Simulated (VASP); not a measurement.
Set up this calculation in VASP 6.6.1, as the native input.

```yaml
Task: relaxation of cell and atoms
Functional: revPBE
Dispersion: D3(BJ)
Potentials_or_basis: VASP PAW PBE potentials, release 64 (As, Ga_d)
Cutoff: 600 eV
k_mesh: 8 × 8 × 8
Occupations: fermi-dirac, width 0.05 eV
Spin: no spin polarisation
Dipole_correction: no
Further_INCAR_settings: ALGO = Normal; EDIFF = 1e-06; IBRION = 2; EDIFFG = -0.02; NSW = 80; ISIF = 3
```

The structure of GaAs lies in POSCAR:

```
GaAs
1.0
    0.0000000000      2.8268500000      2.8268500000
    2.8268500000      0.0000000000      2.8268500000
    2.8268500000      2.8268500000      0.0000000000
As Ga
1 1
Direct
    0.7500000000      0.7500000000      0.7500000000
    0.0000000000      0.0000000000      0.0000000000
```

These files were run (other wordings do the same):

INCAR

```
SYSTEM = GaAs
PREC = Accurate ; ENCUT = 600
EDIFF = 1E-6 ; ISMEAR = -1
SIGMA = 0.05 ; LREAL = .False.
LASPH = .True. ; NELM = 80
ALGO = Normal ; ISIF = 3
LWAVE = .False. ; LCHARG = .False.
GGA = RE ; IVDW = 12
IBRION = 2 ; NSW = 80
EDIFFG = -0.02
```

KPOINTS

```
regular mesh
0
Gamma
  8 8 8
  0 0 0
```

Potentials or basis: VASP PAW PBE potentials, release 64 (As, Ga_d).

Launch:

```console
$ cat potpaw_PBE.64/As/POTCAR potpaw_PBE.64/Ga_d/POTCAR > POTCAR
$ mpirun -np 1 vasp_std > vasp.out
```

It gave:

The pressure after relaxing is 0.0 GPa, the band gap on the k mesh is 0.61 eV, direct and the dispersion energy per atom is -0.622 eV.

Caveat: the relaxation stopped at its first step, so nothing moved; the PAW data sets were made with another functional, which shifts forces and pressure a little.

Wall time 7.3 s on 1 thread of Intel(R) Xeon(R) 6975P-C (Granite Rapids), with other jobs on the host, peak memory 0.19 GiB.
